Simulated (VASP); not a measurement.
# AlFe: single point with PBE

Crystal: AlFe.

```
Al Fe
1.0
     0.00000    2.91000    2.91000
     2.91000    0.00000    0.00000
     0.00000    2.91000   -2.91000
Al Fe
2 2
Direct
  0.00000 0.00000 0.00000
  0.50000 0.00000 0.50000
  0.50000 0.50000 0.00000
  0.00000 0.50000 0.50000
```

```
Program             : VASP 6.6.1
Task                : single point
Functional          : PBE
Potentials or basis : VASP PAW PBE potentials, release 64 (Al, Fe)
Cutoff              : 520 eV
k mesh              : 7 × 10 × 7
Occupations         : fermi-dirac, width 0.1 eV
Spin                : collinear spin, antiferromagnetic start
Starting moments    : [0.0, 0.0, 3.0, -3.0] μB
```

```json
{
  "Pressure": "-4.8 GPa",
  "Band gap on the k mesh": "zero (filled and empty bands overlap)",
  "Net moment": "0.00 μB per cell",
  "Site moments": "Al +0.00; Fe +0.93, -0.93 μB",
  "Valence electrons inside the program's atomic spheres": "Al 0.82; Fe 7.34"
}
```

Stress tensor (GPa, compression positive):
```
-7.79  0.00  0.00
 0.00 -3.28  0.00
 0.00  0.00 -3.28
```

Levels at points of the mesh, in eV from the Fermi level:
Spin up:
```csv
k point,band 8,band 9,band 10,band 11,band 12,band 13,band 14,band 15
"(0.00, 0.00, 0.00)",-0.99,-0.99,-0.01,0.21,0.21,0.71,3.20,4.04
"(0.00, 0.50, 0.00)",-0.95,0.13,0.40,0.77,1.26,2.90,2.92,2.92
```
Spin down:
```
           k point  band 9  band 10  band 11  band 12  band 13  band 14
(0.00, 0.00, 0.00)   -0.99    -0.01     0.21     0.21     0.71     3.20
(0.00, 0.50, 0.00)    0.13     0.40     0.77     1.26     2.90     2.92
```

Wall time 58 s on 1 thread of Intel(R) Xeon(R) 6975P-C (Granite Rapids) (shared host), peak memory 0.24 GiB.

Caveat: the cell stands under tension.
